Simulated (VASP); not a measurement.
The system is Cd2C (fluorite type).

```
CELL_PARAMETERS angstrom
0.00000 3.00563 3.00563
3.00563 0.00000 3.00563
3.00563 3.00563 0.00000
ATOMIC_POSITIONS crystal
C 0.00000 0.00000 0.00000
Cd 0.25000 0.25000 0.25000
Cd 0.75000 0.75000 0.75000
```

```yaml
Program: VASP 6.6.1
Task: relaxation of cell and atoms
Functional: revPBE
Potentials_or_basis: VASP PAW PBE potentials, release 64 (C, Cd)
Cutoff: 600 eV
k_mesh: 10 × 10 × 10
Occupations: fermi-dirac, width 0.03 eV
Spin: no spin polarisation
```

At the start: pressure -2.1 GPa; volume 18.10 Å³/atom.

Task: How do energy, volume and symmetry change on relaxing?

Result: Over 3 steps the energy falls by 3.5 meV/atom and the volume is 17.58 Å³/atom (-2.9 %); space group Fm-3m (No. 225, to 0.1 Å) before and after.

Step by step:
```
step  energy change (eV)  largest force (eV/Å)  pressure (GPa)  volume (Å³)
   1              0.0000                0.0000           -2.07        54.30
   2             -0.0101                0.0000            0.36        52.49
   3             -0.0104                0.0000            0.04        52.74
```

Final structure:
```
C Cd
1.0
     0.00000    2.97644    2.97644
     2.97644    0.00000    2.97644
     2.97644    2.97644    0.00000
C Cd
1 2
Direct
  0.00000 0.00000 0.00000
  0.25000 0.25000 0.25000
  0.75000 0.75000 0.75000
```

Caveat: the PAW data sets were made with another functional, which shifts forces and pressure a little.
